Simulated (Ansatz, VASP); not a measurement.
**One calculation of AlAu, two programs**

Contents of INCAR:

```
  PREC = Accurate
  ENCUT = 520
  EDIFF = 1E-6
  ISMEAR = -1
  SIGMA = 0.05
  LREAL = F
  LASPH = T
  NELM = 100
  ALGO = Normal
  ISIF = 2
  LWAVE = F
  LCHARG = T
  LELF = T
  LVHAR = T
  NBANDS = 14
```

File KPOINTS:

```
Automatic mesh
0
Gamma
  11 11 11
```

The input POSCAR:

```
AlAu
1.0
    2.7927046338      0.0000000000      0.0000000000
    0.0000000000      2.7927046338      0.0000000000
    0.0000000000      0.0000000000      2.7927046338
Al Au
1 1
Direct
    0.0000000000      0.0000000000      0.0000000000
    0.5000000000      0.5000000000      0.5000000000
```

Input for Ansatz:

```yaml
crystal:
  lattice:
    - [2.7927046338, 0.0, 0.0]
    - [0.0, 2.7927046338, 0.0]
    - [0.0, 0.0, 2.7927046338]
  atoms:
    - { symbol: Al, position: [0.0, 0.0, 0.0] }
    - { symbol: Au, position: [0.5, 0.5, 0.5] }
kpoints:
  mp_grid: { grid: [11, 11, 11] }
  band_path:
    path:
      - [0.0, 0.0, 0.0]
      - [0.0, 0.5, 0.0]
      - [0.5, 0.5, 0.0]
      - [0.0, 0.0, 0.0]
      - [0.5, 0.5, 0.5]
      - [0.0, 0.5, 0.0]
      - [0.5, 0.5, 0.5]
      - [0.5, 0.5, 0.0]
    npoints: 6
scf:
  occupations: { method: fermi_dirac, width: 0.05 }
hamiltonian:
  xc: lda
  pseudopotentials: { kind: all_electron, lapw: { basis_error: 0.001 } }
output:
  forces: true
  stress: true
  eigenvalues: true
  populations: true
```

Change from the starting cell: volume scaled by 0.65, LAPW.

Alike in both runs: task single point; functional LDA; k mesh 11 × 11 × 11; occupations fermi-dirac, width 0.05 eV; no spin polarisation.

|  | VASP | Ansatz |
| --- | --- | --- |
| version | VASP 6.6.1 | Ansatz 0.2.0 |
| potentials or method | VASP PAW LDA potentials, release 64 (Al, Au), cutoff 520 eV | all-electron LAPW, scalar-relativistic |

|  | VASP | Ansatz | Ansatz less VASP |
| --- | --- | --- | --- |
| pressure (GPa) | 128.2 | 126.2 | -2.00 |

LDA's correlation is that of Perdew and Zunger in VASP and of Perdew and Wang (1992) in Ansatz. Both programs put the cell under a high pressure, so it lies far from rest at this level. Ansatz ran all-electron here, and VASP with PAW potentials.

Neither program's run includes spin-orbit coupling. Noted on VASP's run: the cell as given lies far from equilibrium.
